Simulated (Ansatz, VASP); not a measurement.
**NaH in VASP and in Ansatz**

```xyz
2
Lattice="0.0000 2.3906 2.3906 2.3906 0.0000 2.3906 2.3906 2.3906 0.0000" Properties=species:S:1:pos:R:3 pbc="T T T"
Na    0.0000    0.0000    0.0000
H     2.3906    2.3906    2.3906
```

Change from the starting cell: volume scaled by 0.9405.

Alike in both runs: task single point; functional PBE; k mesh 9 × 9 × 9; occupations fermi-dirac, width 0.02 eV; no spin polarisation.

|  | VASP | Ansatz |
| --- | --- | --- |
| version | VASP 6.6.1 | Ansatz 0.2.0 |
| potentials or method | VASP PAW PBE potentials, release 64 (Na_pv, H), cutoff 520 eV | all-electron LAPW, scalar-relativistic |

Ansatz gave:

```
gap on the k mesh at the Fermi level (eV) : 4.13
pressure (GPa)                            : 0.8
```

Question: Which values does VASP return?

Answer: gap on the k mesh at the Fermi level (eV): 4.13; pressure (GPa): 0.7.

Ansatz ran all-electron here, and VASP with PAW potentials.
